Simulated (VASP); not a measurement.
Crystal: SiC.

```
Si C
1.0
     3.09500    0.00000    0.00000
    -1.54750    2.68035    0.00000
     0.00000    0.00000   15.17000
Si C
6 6
Direct
  0.66667 0.33333 0.45830
  0.33333 0.66667 0.95830
  0.66667 0.33333 0.79170
  0.33333 0.66667 0.29170
  0.00000 0.00000 0.62500
  0.00000 0.00000 0.12500
  0.66667 0.33333 0.33330
  0.33333 0.66667 0.83330
  0.66667 0.33333 0.66670
  0.33333 0.66667 0.16670
  0.00000 0.00000 0.50000
  0.00000 0.00000 0.00000
```

- Program: VASP 6.6.1
- Task: relaxation of cell and atoms
- Functional: BLYP
- Potentials or basis: VASP PAW PBE potentials, release 64 (Si, C)
- Cutoff: 600 eV
- k mesh: 10 × 10 × 2
- Occupations: fermi-dirac, width 0.05 eV
- Spin: no spin polarisation

At the start: pressure 5.2 GPa; volume 10.49 Å³/atom.

**Question.** Where does the relaxation end?

**Answer.** Over 7 steps the energy falls by 4.4 meV/atom and the volume is 10.76 Å³/atom (+2.6 %); space group P6_3mc (No. 186, to 0.1 Å) before and after.

Step by step:
```tsv
step	energy change (eV)	largest force (eV/Å)	pressure (GPa)	volume (Å³)
1	0.0000	0.1420	5.21	125.85
2	-0.0079	0.1015	-4.43	132.16
3	-0.0522	0.0366	-0.02	129.08
4	-0.0522	0.0352	0.08	129.01
5	-0.0524	0.0166	0.07	129.02
6	-0.0524	0.0169	0.07	129.02
7	-0.0524	0.0096	-0.05	129.10
```

Final structure:
```yaml
crystal:
  lattice:
    - [3.11989, 0.00000, 0.00000]
    - [-1.55994, 2.70190, 0.00000]
    - [0.00000, 0.00000, 15.31492]
  atoms:
    - { symbol: Si, position: [0.66667, 0.33333, 0.45827] }
    - { symbol: Si, position: [0.33333, 0.66667, 0.95827] }
    - { symbol: Si, position: [0.66667, 0.33333, 0.79180] }
    - { symbol: Si, position: [0.33333, 0.66667, 0.29180] }
    - { symbol: Si, position: [0.00000, 0.00000, 0.62508] }
    - { symbol: Si, position: [0.00000, 0.00000, 0.12508] }
    - { symbol: C, position: [0.66667, 0.33333, 0.33330] }
    - { symbol: C, position: [0.33333, 0.66667, 0.83330] }
    - { symbol: C, position: [0.66667, 0.33333, 0.66688] }
    - { symbol: C, position: [0.33333, 0.66667, 0.16688] }
    - { symbol: C, position: [0.00000, 0.00000, 0.49966] }
    - { symbol: C, position: [0.00000, 0.00000, 0.99966] }
```

Caveat: the PAW data sets were made with another functional, which shifts forces and pressure a little.
